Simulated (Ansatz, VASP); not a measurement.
# Ag in VASP and in Ansatz

```
Ag
1.0
     0.00000    2.04310    2.04310
     2.04310    0.00000    2.04310
     2.04310    2.04310    0.00000
Ag
1
Direct
  0.00000 0.00000 0.00000
```

Alike in both runs: task relaxation of cell and atoms; functional LDA; k mesh 18 × 18 × 18; occupations gaussian, width 0.1 eV; no spin polarisation.

```csv
,VASP,Ansatz
version,VASP 6.6.1,Ansatz 0.2.0
potentials or method,"VASP PAW LDA potentials, release 64 (Ag), cutoff 600 eV","scalar-relativistic, plane waves, PAW"
valence electrons in the cell,11,19
```

|  | VASP | Ansatz | Ansatz less VASP |
| --- | --- | --- | --- |
| gap on the k mesh at the Fermi level, each at its own relaxed structure (eV) | none | none | - |
| relaxed volume (Å³/atom) | 16.04 | 16.02 | -0.021 |
| relaxed length of the cell vector where the two differ most in proportion (Å) | 2.831 | 2.830 | -0.0012 |

LDA's correlation is that of Perdew and Zunger in VASP and of Perdew and Wang (1992) in Ansatz. A gap of «none» marks a metal or a gap that the smearing closes. VASP's potentials hold 11 valence electrons a cell and Ansatz's 19, so a difference there can come from the potentials and not from the codes.
